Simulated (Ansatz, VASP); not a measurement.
**One calculation of InSb, two programs**

```
In Sb
1.0
     0.00000    3.23910    3.23910
     3.15812    0.00000    3.23910
     3.15812    3.23910    0.00000
In Sb
1 1
Direct
  0.00000 0.00000 0.00000
  0.75000 0.75000 0.75000
```

Change from the starting cell: strain -0.0250 x Voigt [1, 0, 0, 0, 0, 0], atoms carried along.

Alike in both runs: task single point; functional PBE; k mesh 12 × 12 × 12; occupations gaussian, width 0.15 eV; no spin polarisation.

```csv
,VASP,Ansatz
version,VASP 6.6.1,Ansatz 0.2.0
potentials or method,"VASP PAW PBE potentials, release 64 (In_d, Sb), cutoff 520 eV","scalar-relativistic, plane waves, PAW"
valence electrons in the cell,18,28
```

|  | VASP | Ansatz | Ansatz less VASP |
| --- | --- | --- | --- |
| pressure (GPa) | 4.5 | 4.5 | +0.03 |
| traceless stress, the component that is largest in VASP (GPa) | 0.40 | 0.40 | -0.001 |

The functional is the same, so the differences come from potentials, cutoffs and numerics. VASP's potentials hold 18 valence electrons a cell and Ansatz's 28, so a difference there can come from the potentials and not from the codes.

Neither program's run includes spin-orbit coupling.
